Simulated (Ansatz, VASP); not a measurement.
One calculation of Al2Rh, two programs

```xyz
3
Lattice="4.2522 0.0000 0.0000 0.0000 4.2522 0.0000 0.0000 0.0000 2.8169" Properties=species:S:1:pos:R:3 pbc="T T T"
Al    0.0000    2.1261    0.0000
Al    2.1261    0.0000    0.0000
Rh    2.1261    2.1261    1.4085
```

Alike in both runs: task relaxation of cell and atoms; functional PBE; k mesh 12 × 12 × 16; occupations gaussian, width 0.1 eV; no spin polarisation.

```csv
,VASP,Ansatz
version,VASP 6.6.1,Ansatz 0.2.0
potentials or method,"VASP PAW PBE potentials, release 64 (Al, Rh_pv), cutoff 600 eV","scalar-relativistic, plane waves, PAW"
valence electrons in the cell,21,23
```

Ansatz gave:

- gap on the k mesh at the Fermi level, each at its own relaxed structure (eV): none
- relaxed volume (Å³/atom): 17.00
- relaxed length of the cell vector where the two differ most in proportion (Å): 4.263

**Question.** What did VASP give for the same quantities?

**Answer.** gap on the k mesh at the Fermi level, each at its own relaxed structure (eV): none; relaxed volume (Å³/atom): 16.99; relaxed length of the cell vector where the two differ most in proportion (Å): 4.262.

A gap of «none» marks a metal or a gap that the smearing closes. VASP's potentials hold 21 valence electrons a cell and Ansatz's 23, so a difference there can come from the potentials and not from the codes.
